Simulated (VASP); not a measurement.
A run of VASP 6.6.1:

File POSCAR:

```
Fe
1.0
   -1.4430000000      1.4430000000      1.4430000000
    1.4430000000     -1.4430000000      1.4430000000
    1.4430000000      1.4430000000     -1.4430000000
Fe
1
Direct
    0.0000000000      0.0000000000      0.0000000000
```

The input INCAR.step1:

```
SYSTEM = Fe
ALGO     = Normal         ! electronic algorithm
EDIFF    = 1E-6           ! SCF threshold, eV
ENCUT    = 520            ! plane-wave cutoff, eV
GGA      = PS             ! functional
GGA_COMPAT= .False.      
ISIF     = 2              ! what is computed and relaxed
ISMEAR   = 0              ! smearing method
ISPIN    = 2              ! spin polarisation
LASPH    = .True.         ! aspherical terms in the spheres
LCHARG   = .True.         ! write CHGCAR
LDAU     = .True.         ! DFT+U
LDAUJ    = 0            
LDAUL    = 2              ! shell
LDAUPRINT= 1            
LDAUTYPE = 2            
LDAUU    = 5.3            ! U, eV
LMAXMIX  = 4              ! l up to which the mixer works
LORBIT   = 11             ! projections on sites
LREAL    = .False.        ! projectors in reciprocal space
LWAVE    = .False.        ! write WAVECAR
MAGMOM   = 3              ! initial moments
NBANDS   = 14             ! bands
NEDOS    = 2001           ! points of the DOS
NELM     = 200            ! most SCF steps
PREC     = Accurate       ! precision mode
SIGMA    = 0.1            ! smearing width, eV
```

The input KPOINTS.step1:

```
k-points
0
Gamma
  13 13 13
  0 0 0
```

Contents of INCAR.step2:

```
SYSTEM = Fe
ALGO     = Normal         ! electronic algorithm
EDIFF    = 1E-6           ! SCF threshold, eV
ENCUT    = 520            ! plane-wave cutoff, eV
GGA      = PS             ! functional
GGA_COMPAT= .False.      
ICHARG   = 11             ! starting density
ISIF     = 2              ! what is computed and relaxed
ISMEAR   = -5             ! smearing method
ISPIN    = 2              ! spin polarisation
LASPH    = .True.         ! aspherical terms in the spheres
LCHARG   = .False.        ! write CHGCAR
LDAU     = .True.         ! DFT+U
LDAUJ    = 0            
LDAUL    = 2              ! shell
LDAUPRINT= 1            
LDAUTYPE = 2            
LDAUU    = 5.3            ! U, eV
LMAXMIX  = 4              ! l up to which the mixer works
LORBIT   = 10             ! projections on sites
LREAL    = .False.        ! projectors in reciprocal space
LWAVE    = .False.        ! write WAVECAR
MAGMOM   = 3              ! initial moments
NEDOS    = 1001           ! points of the DOS
NELM     = 200            ! most SCF steps
PREC     = Accurate       ! precision mode
SIGMA    = 0.1            ! smearing width, eV
```

The input KPOINTS.step2:

```
k-points
0
Gamma
  20 20 20
  0 0 0
```

Potentials or basis: VASP PAW PBE potentials, release 64 (Fe).

Command:

```console
$ cat potpaw_PBE.64/Fe/POTCAR > POTCAR
$ cp INCAR.step1 INCAR
$ cp KPOINTS.step1 KPOINTS
$ mpirun -np 1 vasp_std > vasp.out
$ cp INCAR.step2 INCAR
$ cp KPOINTS.step2 KPOINTS
$ mpirun -np 1 vasp_std > vasp.out
```

Hardware: 1 thread of Intel(R) Xeon(R) 6975P-C (Granite Rapids), with other jobs on the host.

Task: Estimate the wall time of this run.

Result: Run time: 34 s on 1 thread of Intel(R) Xeon(R) 6975P-C (Granite Rapids), on a shared host, peak memory 0.19 GiB. Counts: k points 256.
